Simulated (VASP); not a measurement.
Si: single point with r2SCAN

The system is Si.

```
Si
1.0
     2.59894    0.00000    0.00000
    -1.29947    2.25075    0.00000
     0.00000    0.00000    4.28096
Si
2
Direct
  0.33333 0.66667 0.25000
  0.66667 0.33333 0.75000
```

This cell differs from its parent crystal: strain -0.025 along x and y, -0.050 along z.

```json
{"Program": "VASP 6.6.1", "Task": "single point", "Functional": "r2SCAN", "Potentials or basis": "VASP PAW PBE potentials, release 64 (Si)", "Cutoff": "520 eV", "k mesh": "24 × 24 × 10", "Occupations": "gaussian, width 0.15 eV", "Spin": "no spin polarisation"}
```

- Pressure: 10.8 GPa
- Band gap on the k mesh: zero (bands 4 and 5 overlap by 14.52 eV)

Stress tensor (GPa, compression positive):
```
 9.23  0.00  0.00
 0.00  9.23  0.00
 0.00  0.00 13.99
```

Levels at points of the mesh, in eV from the Fermi level:
```
           k point  band 2  band 3  band 4  band 5  band 6  band 7
(0.00, 0.00, 0.00)   -8.59   -8.54   10.15   10.15   11.19   11.19
(0.50, 0.00, 0.00)   -9.15   -2.10   -1.68   -0.85   -0.51    4.04
(0.00, 0.00, 0.50)  -14.73    1.30    1.30   11.86   11.86   11.86
(0.50, 0.00, 0.50)   -7.75   -6.85   -6.85    5.86    5.86    7.03
```

Run time: 2.2 min on 1 thread of AMD EPYC 9R45 96-Core Processor (Zen 5) (shared host), peak memory 0.16 GiB.

Caveat: the cell differs from its parent crystal (strain -0.025 along x and y, -0.050 along z); the cell stands under pressure; the PAW data sets were made with another functional, which shifts forces and pressure a little.
